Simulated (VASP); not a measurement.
# CdSe (F-43m) in VASP: notebook

The runs below take CdSe through single point, with PBE, HSE06.

All numbers are computed with VASP 6.6.1; they aren't measurements. Logs are shortened: lines on timing, memory, paths and dates and some standing lists are left out, and cuts for length are marked.

### Step 1. The cell of the first run

Symmetry: F-43m, No. 216, cubic system. Conventional cell: a = 6.099 Å, b = 6.099 Å, c = 6.099 Å, α = 90.00°, β = 90.00°, γ = 90.00°. Cd (site symmetry -43m) has 4 Se at 2.64 Å within 3.5 Å. Se (site symmetry -43m) has 4 Cd at 2.64 Å within 3.5 Å.

### Step 2. Single point, PBE, non-collinear spin, zero start, spin-orbit coupling

Input file INCAR:

```
SYSTEM = CdSe
PREC = Accurate ; ENCUT = 520
EDIFF = 1E-6 ; ISMEAR = -1
SIGMA = 0.05 ; LREAL = .False.
LASPH = .True. ; NELM = 150
ALGO = Normal ; ISIF = 2
LWAVE = .False. ; LCHARG = .False.
MAGMOM = 0 0 0 0 0 0 ; LORBIT = 11
LSORBIT = .True. ; GGA_COMPAT = .False.
LORBMOM = .True. ; GGA = PE
NBANDS = 30
```

Input file KPOINTS:

```
regular mesh
0
Gamma
  8 8 8
  0 0 0
```

Input file POSCAR:

```
CdSe
1.0
    0.0000000000      3.0496647307      3.0496647307
    3.0496647307      0.0000000000      3.0496647307
    3.0496647307      3.0496647307      0.0000000000
Cd Se
1 1
Direct
    0.0000000000      0.0000000000      0.0000000000
    0.2500000000      0.2500000000      0.2500000000
```

Potentials or basis: VASP PAW PBE potentials, release 64 (Cd, Se).

Started as:

```sh
cat potpaw_PBE.64/Cd/POTCAR potpaw_PBE.64/Se/POTCAR > POTCAR
mpirun -np 1 vasp_ncl > vasp.out
```

OUTCAR:

```text
SYSTEM = CdSe
   PREC = Accurate
   ENCUT = 520
   EDIFF = 1E-6
   ISMEAR = -1
   LREAL = .False.
   LASPH = .True.
   NELM = 150
   ISIF = 2
   LORBIT = 11
   LSORBIT = .True.
   GGA = PE

 ion  position               nearest neighbor table
   1  0.000  0.000  0.000-   2 2.64   2 2.64   2 2.64   2 2.64
   2  0.250  0.250  0.250-   1 2.64   1 2.64   1 2.64   1 2.64

  LATTYP: Found a face centered cubic cell.
 ALAT       =     6.0993294614

  Lattice vectors:

 A1 = (   0.0000000000,   3.0496647307,   3.0496647307)
 A2 = (   3.0496647307,   0.0000000000,   3.0496647307)
 A3 = (   3.0496647307,   3.0496647307,   0.0000000000)

Analysis of symmetry for initial positions (statically):
=====================================================================
 Subroutine PRICEL returns:
 Original cell was already a primitive cell.

 Routine SETGRP: Setting up the symmetry group for a
 face centered cubic supercell.

 Subroutine GETGRP returns: Found 24 space group operations
 (whereof 24 operations were pure point group operations)
 out of a pool of 48 trial point group operations.

The static configuration has the point symmetry T_d .

Analysis of symmetry for dynamics (positions and initial velocities):
=====================================================================
 Subroutine PRICEL returns:
 Original cell was already a primitive cell.

 Routine SETGRP: Setting up the symmetry group for a
 face centered cubic supercell.

 Subroutine GETGRP returns: Found 24 space group operations
 (whereof 24 operations were pure point group operations)
 out of a pool of 48 trial point group operations.

The dynamic configuration has the point symmetry T_d .

Analysis of structural, dynamic, and magnetic symmetry:
=====================================================================
 Subroutine PRICEL returns:
 Original cell was already a primitive cell.

 Routine SETGRP: Setting up the symmetry group for a
 face centered cubic supercell.

 Subroutine GETGRP returns: Found 24 space group operations
 (whereof 24 operations were pure point group operations)
 out of a pool of 48 trial point group operations.

The overall configuration has the point symmetry T_d .

 Subroutine INISYM returns: Found 24 space group operations
 (whereof 24 operations are pure point group operations),
 and found     1 'primitive' translations

----------------------------------------------------------------------------------------

                                     Primitive cell

  volume of cell :      56.7265

  direct lattice vectors                    reciprocal lattice vectors
     0.000000000  3.049664731  3.049664731    -0.163952449  0.163952449  0.163952449
     3.049664731  0.000000000  3.049664731     0.163952449 -0.163952449  0.163952449
     3.049664731  3.049664731  0.000000000     0.163952449  0.163952449 -0.163952449

  length of vectors
     4.312877223  4.312877223  4.312877223     0.283973971  0.283973971  0.283973971

  position of ions in fractional coordinates (direct lattice)
     0.000000000  0.000000000  0.000000000
     0.250000000  0.250000000  0.250000000

  ion indices of the primitive-cell ions
   primitive index   ion index
                 1           1
                 2           2

----------------------------------------------------------------------------------------

 KPOINTS: regular mesh

Automatic generation of k-mesh.
 Grid dimensions read from file:
 generate k-points for:    8    8    8

 Generating k-lattice:

  Cartesian coordinates                     Fractional coordinates (reciprocal lattice)
    -0.020494056  0.020494056  0.020494056     0.125000000  0.000000000  0.000000000
     0.020494056 -0.020494056  0.020494056     0.000000000  0.125000000  0.000000000
     0.020494056  0.020494056 -0.020494056     0.000000000  0.000000000  0.125000000

  Length of vectors
     0.035496746  0.035496746  0.035496746

  Shift w.r.t. Gamma in fractional coordinates (k-lattice)
     0.000000000  0.000000000  0.000000000

 Subroutine IBZKPT returns following result:
 ===========================================

 Found     43 irreducible k-points:

 Following reciprocal coordinates:
            Coordinates               Weight
  0.000000  0.000000  0.000000      1.000000
  0.125000  0.000000  0.000000      4.000000
 -0.125000  0.000000  0.000000      4.000000
  0.250000  0.000000  0.000000      4.000000
 -0.250000  0.000000  0.000000      4.000000
  0.375000  0.000000  0.000000      4.000000
[... 16 lines left out ...]
 -0.375000 -0.250000  0.000000     12.000000
  0.500000  0.250000  0.000000     12.000000
 [... further k-points ...]
[... 25 lines left out ...]
   ISYM   =      2    0-nonsym 1-usesym 2-fastsym
   POTIM  = 0.5000    time-step for ionic-motion
   TEBEG  =    0.0;   TEEND  =   0.0 temperature during run
   PSTRESS=    0.0 pullay stress
   NELECT =      18.0000    total number of electrons
   NUPDOWN=      -1.0000    fix difference up-down
   EMIN   =  10.00;   EMAX   =-10.00  energy-range for DOS
   EFERMI =   0.00;   METHOD = LEGACY
   ISMEAR =    -1;   SIGMA  =   0.05  broadening in eV -4-tet -1-fermi 0-gaus
   EFERMI_NEDOS =   21; number of points for ismear=-14 and -15
   IALGO  =     38    algorithm
   IMIX   =      4    mixing-type and parameters
     AMIX     =   0.40;   BMIX     =  1.00
     AMIX_MAG =   1.60;   BMIX_MAG =  1.00
  volume/ion in A,a.u.               =      28.36       191.40
  Fermi-wavevector in a.u.,A,eV,Ry     =   1.116615  2.110097 16.964148  1.246830
  Thomas-Fermi vector in A             =   2.253231
   LORBIT       =     11    0 simple, 1 ext, 2 COOP (PROOUT), +10 PAW based schemes
   GGA     = PE    functional components
   LHFCALC =     F    Hartree Fock is set to
   AEXX    =    0.0000 exact exchange contribution
   IVDW    =     0    specifies the selected vdW correction
   LEPSILON=     F    determine dielectric tensor
   LRPA    =     F    only Hartree local field effects (RPA)
  energy-cutoff  :      520.00
  volume of cell :       56.73
 maximum number of plane-waves:      3084
   NGX = 17   NGY = 17   NGZ = 17

 number of electron      18.0000000 magnetization       0.0000000      0.0000000      0.0000000

 number of electron      18.0000005 magnetization       0.0000000      0.0000000     -0.0000000

 number of electron      18.0000005 magnetization      -0.0000000     -0.0000000      0.0000000

 Free energy of the ion-electron system (eV)
  ---------------------------------------------------
  ext. energy  EPLUGINS =         0.00000000
  ---------------------------------------------------
  free energy    TOTEN  =        -5.52401618 eV

  energy without entropy =       -5.52398171  energy(sigma->0) =       -5.52399895

 E-fermi :   1.2562     XC(G=0):  -8.8481

 val. band max:        0.9940037256   @ k =   0.0000   0.0000   0.0000
 cond. band min:       1.4673458075   @ k =   0.0000   0.0000   0.0000
 fundamental gap:      0.4733420819
 Fermi energy:         1.2561730192

 k-point     1 :       0.0000    0.0000    0.0000
  band No.  band energies     occupation
      1     -11.6714      1.00000
      2     -11.6714      1.00000
      3      -7.3161      1.00000
      4      -7.3161      1.00000
      5      -7.3161      1.00000
      6      -7.3161      1.00000
[... 781 lines left out ...]
     29      13.2142      0.00000
     30      13.2254      0.00000

 [... further k-points ...]

------------------------ aborting loop because EDIFF is reached ----------------------------------------

  FORCE on cell =-STRESS in cart. coord.  units (eV):
  Direction    XX          YY          ZZ          XY          YZ          ZX
  --------------------------------------------------------------------------------------
  -------------------------------------------------------------------------------------
  Total        0.9382550      0.9382550      0.9382550     -0.0000000      0.0000000     -0.0000000
  in kB       26.4999577     26.4999577     26.4999577     -0.0000000      0.0000000     -0.0000000
  external PRESSURE =      26.4999577 kB  Pullay stress =       0.0000000 kB

 VOLUME and BASIS-vectors are now :
 -----------------------------------------------------------------------------
  energy-cutoff  :      520.00
  volume of cell :       56.73
      direct lattice vectors                 reciprocal lattice vectors
     0.000000000  3.049664731  3.049664731    -0.163952449  0.163952449  0.163952449
     3.049664731  0.000000000  3.049664731     0.163952449 -0.163952449  0.163952449
     3.049664731  3.049664731  0.000000000     0.163952449  0.163952449 -0.163952449

 POSITION                                       TOTAL-FORCE (eV/Angst)
 -----------------------------------------------------------------------------------
      0.00000      0.00000      0.00000        -0.000000      0.000000     -0.000000
      1.52483      1.52483      1.52483         0.000000     -0.000000      0.000000
 -----------------------------------------------------------------------------------
    total drift:                                0.000000      0.000000      0.000000

  FREE ENERGIE OF THE ION-ELECTRON SYSTEM (eV)
  ---------------------------------------------------
  free  energy   TOTEN  =        -5.5240161831 eV

  energy  without entropy=       -5.5239817070  energy(sigma->0) =       -5.52399895

 orbital moment (x)

 # of ion     p       d       tot
 ----------------------------------------
  1        -0.000   0.000   0.000
  2         0.000   0.000   0.000
 ----------------------------------------
            0.000   0.000   0.000

 orbital moment (y)

 # of ion     p       d       tot
 ----------------------------------------
  1         0.000   0.000   0.000
  2        -0.000   0.000  -0.000
 ----------------------------------------
           -0.000   0.000   0.000

 orbital moment (z)

 # of ion     p       d       tot
 ----------------------------------------
  1         0.000  -0.000  -0.000
  2         0.000  -0.000  -0.000
 ----------------------------------------
            0.000  -0.000  -0.000

 Spin-Orbit-Coupling matrix elements

 Ion:    1  E_soc:     -0.0581153
 l=   1
     0.0000000    -0.0027221    -0.0027221
    -0.0027221     0.0000000    -0.0027221
    -0.0027221    -0.0027221     0.0000000
 l=   2
     0.0000000    -0.0014129     0.0000000    -0.0014129    -0.0055509
    -0.0014129     0.0000000    -0.0041631    -0.0014129    -0.0013877
     0.0000000    -0.0041631     0.0000000    -0.0041631     0.0000000
    -0.0014129    -0.0014129    -0.0041631     0.0000000    -0.0013877
    -0.0055509    -0.0013877     0.0000000    -0.0013877     0.0000000
 l=   3
     0.0000000     0.0000000     0.0000000     0.0000000     0.0000000     0.0000000     0.0000000
     0.0000000     0.0000000     0.0000000     0.0000000     0.0000000     0.0000000     0.0000000
     0.0000000     0.0000000     0.0000000     0.0000000     0.0000000     0.0000000     0.0000000
     0.0000000     0.0000000     0.0000000     0.0000000     0.0000000     0.0000000     0.0000000
     0.0000000     0.0000000     0.0000000     0.0000000     0.0000000     0.0000000     0.0000000
     0.0000000     0.0000000     0.0000000     0.0000000     0.0000000     0.0000000     0.0000000
     0.0000000     0.0000000     0.0000000     0.0000000     0.0000000     0.0000000     0.0000000

 Ion:    2  E_soc:     -0.0399098
 l=   1
     0.0000000    -0.0066443    -0.0066443
    -0.0066443     0.0000000    -0.0066443
    -0.0066443    -0.0066443     0.0000000
 l=   2
     0.0000000    -0.0000035     0.0000000    -0.0000035    -0.0000039
    -0.0000035     0.0000000    -0.0000029    -0.0000035    -0.0000010
     0.0000000    -0.0000029     0.0000000    -0.0000029     0.0000000
    -0.0000035    -0.0000035    -0.0000029     0.0000000    -0.0000010
    -0.0000039    -0.0000010     0.0000000    -0.0000010     0.0000000
 l=   3
     0.0000000     0.0000000     0.0000000     0.0000000     0.0000000     0.0000000     0.0000000
     0.0000000     0.0000000     0.0000000     0.0000000     0.0000000     0.0000000     0.0000000
     0.0000000     0.0000000     0.0000000     0.0000000     0.0000000     0.0000000     0.0000000
     0.0000000     0.0000000     0.0000000     0.0000000     0.0000000     0.0000000     0.0000000
     0.0000000     0.0000000     0.0000000     0.0000000     0.0000000     0.0000000     0.0000000
     0.0000000     0.0000000     0.0000000     0.0000000     0.0000000     0.0000000     0.0000000
     0.0000000     0.0000000     0.0000000     0.0000000     0.0000000     0.0000000     0.0000000

 total charge

# of ion       s       p       d       tot
------------------------------------------
    1        0.444   0.311   9.554  10.310
    2        1.444   2.392   0.022   3.858
--------------------------------------------------
tot          1.888   2.703   9.576  14.167

 magnetization (x)

# of ion       s       p       d       tot
------------------------------------------
    1       -0.000   0.000   0.000   0.000
    2        0.000  -0.000   0.000  -0.000
--------------------------------------------------
tot         -0.000   0.000   0.000   0.000

 magnetization (y)

# of ion       s       p       d       tot
------------------------------------------
    1       -0.000  -0.000   0.000  -0.000
    2        0.000   0.000  -0.000   0.000
--------------------------------------------------
tot         -0.000   0.000   0.000  -0.000

 magnetization (z)

# of ion       s       p       d       tot
------------------------------------------
    1       -0.000  -0.000  -0.000  -0.000
    2        0.000  -0.000  -0.000  -0.000
--------------------------------------------------
tot         -0.000  -0.000  -0.000  -0.000
```

Wall time 3.8 min (1 thread of Intel Xeon 8259CL, shared host); peak memory 0.37 GiB.

Results:

```yaml
Free_energy: -5.5240 eV
Pressure: 2.6 GPa
Net_moment: 0.00 μB per cell
Valence_electrons_inside_the_program's_atomic_spheres: Cd 10.31; Se 3.86
```

Moments on the atoms (μB; x, y, z):
```
Cd  0.00 0.00 0.00
Se  0.00 0.00 0.00
```

### Step 3. Single point, PBE, non-collinear spin, zero start, spin-orbit coupling

This run uses another cell than the first one, of 28.94 Å³/atom.

Input file INCAR:

```
PREC = Accurate
ENCUT = 520
EDIFF = 1E-7
ISMEAR = -1
SIGMA = 0.05
LREAL = F
LASPH = T
NELM = 150
ALGO = Normal
ISIF = 2
LWAVE = F
LCHARG = F
MAGMOM = 0 0 0 0 0 0
LORBIT = 11
LSORBIT = T
GGA_COMPAT = F
LORBMOM = T
GGA = PE
NBANDS = 30
```

Input file KPOINTS:

```
regular mesh
0
Gamma
  8 8 8
```

Input file POSCAR:

```
CdSe
1.0
    0.0000000000      3.0702711986      3.0702711986
    3.0702711986      0.0000000000      3.0702711986
    3.0702711986      3.0702711986      0.0000000000
Cd Se
1 1
Direct
    0.0000000000      0.0000000000      0.0000000000
    0.2500000000      0.2500000000      0.2500000000
```

Potentials or basis: VASP PAW PBE potentials, release 64 (Cd, Se).

Started as:

```sh
cat potpaw_PBE.64/Cd/POTCAR potpaw_PBE.64/Se/POTCAR > POTCAR
mpirun -np 1 vasp_ncl > vasp.out
```

It took 4.3 min on 1 thread of Intel Xeon 8259CL, shared host; peak memory 0.37 GiB.

It converged, with:

```yaml
Free_energy: -5.5391 eV
Pressure: 1.6 GPa
Net_moment: 0.00 μB per cell
Valence_electrons_inside_the_program's_atomic_spheres: Cd 10.29; Se 3.85
```

Moments on the atoms (μB; x, y, z):
```
Cd  0.00 0.00 0.00
Se  0.00 0.00 0.00
```

### Step 4. Single point, PBE

This run uses another cell than the first one, of 28.94 Å³/atom.

Input file INCAR:

```
PREC = Accurate
ENCUT = 520
EDIFF = 1E-7
ISMEAR = 0
SIGMA = 0.1
LREAL = F
LASPH = T
NELM = 60
ALGO = Normal
ISIF = 2
LWAVE = F
LCHARG = F
GGA = PE
NBANDS = 16
```

KPOINTS is that of step 3.

Input file POSCAR:

```
CdSe
1.0
    4.3420191700      0.0000000000      0.0000000000
    2.1710095850      3.7602989049      0.0000000000
    2.1710095850      1.2534329683      3.5452438066
Cd Se
1 1
Direct
    0.0000000000      0.0000000000      0.0000000000
    0.2500000000      0.2500000000      0.2500000000
```

Started as:

```sh
cat potpaw_PBE.64/Cd/POTCAR potpaw_PBE.64/Se/POTCAR > POTCAR
mpirun -np 1 vasp_std > vasp.out
```

It took 16 s on 1 thread of Intel Xeon Platinum 8488C (Sapphire Rapids), shared host; peak memory 0.18 GiB.

It converged, with:

```yaml
Free_energy: -5.4905 eV
Pressure: 1.6 GPa
Band_gap_on_the_k_mesh: 0.55 eV
```

Levels at points of the mesh, in eV from the valence-band top:
```tsv
k point	band 5	band 6	band 7	band 8	band 9	band 10	band 11	band 12	band 13	band 14
(0.00, 0.00, 0.00)	-7.50	-7.50	0.00	0.00	0.00	0.55	5.93	5.93	5.93	9.67
(0.50, 0.00, 0.00)	-7.48	-7.22	-4.22	-0.71	-0.71	2.36	6.44	6.44	7.34	9.97
(0.50, 0.50, 0.00)	-7.44	-7.16	-3.95	-1.76	-1.76	3.19	3.73	8.98	10.05	10.05
```

Caveat: semilocal functionals underestimate gaps, and a narrow one can read as zero.

### Step 5. Single point, HSE06

This run uses another cell than the first one, of 29.08 Å³/atom.

Input file POSCAR:

```
CdSe
1.0
    0.0000000000      3.0753121097      3.0753121097
    3.0753121097      0.0000000000      3.0753121097
    3.0753121097      3.0753121097      0.0000000000
Cd Se
1 1
Direct
    0.0000000000      0.0000000000      0.0000000000
    0.2500000000      0.2500000000      0.2500000000
```

Input file INCAR.step1:

```
PREC = Accurate
ENCUT = 520
EDIFF = 1E-5
ISMEAR = -1
SIGMA = 0.05
LREAL = False
LASPH = True
NELM = 60
ALGO = Normal
ISIF = 2
LWAVE = True
GGA = PE
NBANDS = 16
```

Input file INCAR.step2:

```
PREC = Accurate
ENCUT = 520
EDIFF = 1E-7
ISMEAR = -1
SIGMA = 0.05
LREAL = False
LASPH = True
NELM = 60
ALGO = Normal
ISIF = 2
LWAVE = False
LCHARG = True
GGA = PE
LHFCALC = True
HFSCREEN = 0.2079
PRECFOCK = Normal
LELF = True
LVHAR = True
ISTART = 1
NBANDS = 16
```

Input file KPOINTS:

```
Automatic mesh
0
Gamma
  4 4 4
```

Started as:

```sh
cat potpaw_PBE.64/Cd/POTCAR potpaw_PBE.64/Se/POTCAR > POTCAR
cp INCAR.step1 INCAR
mpirun -np 1 vasp_std > vasp.out
cp INCAR.step2 INCAR
mpirun -np 1 vasp_std > vasp.out
```

Wall time 9 min (1 thread of Intel Xeon Platinum 8488C (Sapphire Rapids), shared host); peak memory 0.29 GiB.

Results (log left out):

| Property | Result |
| --- | --- |
| Free energy | -6.8143 eV |
| Pressure | 0.2 GPa |
| Band gap on the k mesh | 1.48 eV |

Levels at points of the mesh, in eV from the valence-band top:
| k point | band 5 | band 6 | band 7 | band 8 | band 9 | band 10 | band 11 | band 12 | band 13 | band 14 |
| --- | --- | --- | --- | --- | --- | --- | --- | --- | --- | --- |
| (0.00, 0.00, 0.00) | -8.71 | -8.71 | 0.00 | 0.00 | 0.00 | 1.48 | 6.97 | 6.97 | 6.97 | 10.86 |
| (0.50, 0.00, 0.00) | -8.69 | -8.40 | -4.46 | -0.75 | -0.75 | 3.34 | 7.45 | 7.45 | 8.40 | 11.09 |
| (0.50, 0.50, 0.00) | -8.66 | -8.32 | -4.18 | -1.86 | -1.86 | 4.01 | 4.71 | 10.16 | 11.38 | 11.38 |

Caveat: the k points lie up to 0.44 Å⁻¹ apart; the PAW data sets were made with another functional, which shifts forces and pressure a little.

### Step 6. Overview

| level | spin | cell | k mesh | smearing | grid for exact exchange (PRECFOCK) | share of exact exchange | screening parameter | gap on the mesh (eV) | pressure (GPa) | moment (μB) |
| --- | --- | --- | --- | --- | --- | --- | --- | --- | --- | --- |
| PBE | non-collinear, zero start, SOC | a = 4.313 Å, angles 60.0°, 2 atoms | 8 × 8 × 8 | fermi-dirac 0.05 eV | - | - | - | - | 2.6 | 0.00 |
| PBE | non-collinear, zero start, SOC | a = 4.342 Å, angles 60.0°, 2 atoms | 8 × 8 × 8 | fermi-dirac 0.05 eV | - | - | - | - | 1.6 | 0.00 |
| PBE | off | a = 4.342 Å, angles 60.0°, 2 atoms | 8 × 8 × 8 | gaussian 0.1 eV | - | - | - | 0.55 | 1.6 | - |
| HSE06 | off | a = 4.349 Å, angles 60.0°, 2 atoms | 4 × 4 × 4 | fermi-dirac 0.05 eV | Normal | 0.25 | 0.2079 1/Å | 1.48 | 0.2 | - |

Alike in all rows: task single point; potentials or basis VASP PAW PBE potentials, release 64 (Cd, Se); cutoff (eV) 520.

Caveats: some runs use coarse meshes; semilocal functionals underestimate gaps, and a narrow one can read as zero (at least some runs); the PAW data sets were made with another functional, which shifts forces and pressure a little (at least some runs).

Absolute energies hang on the potentials; compare differences alone.
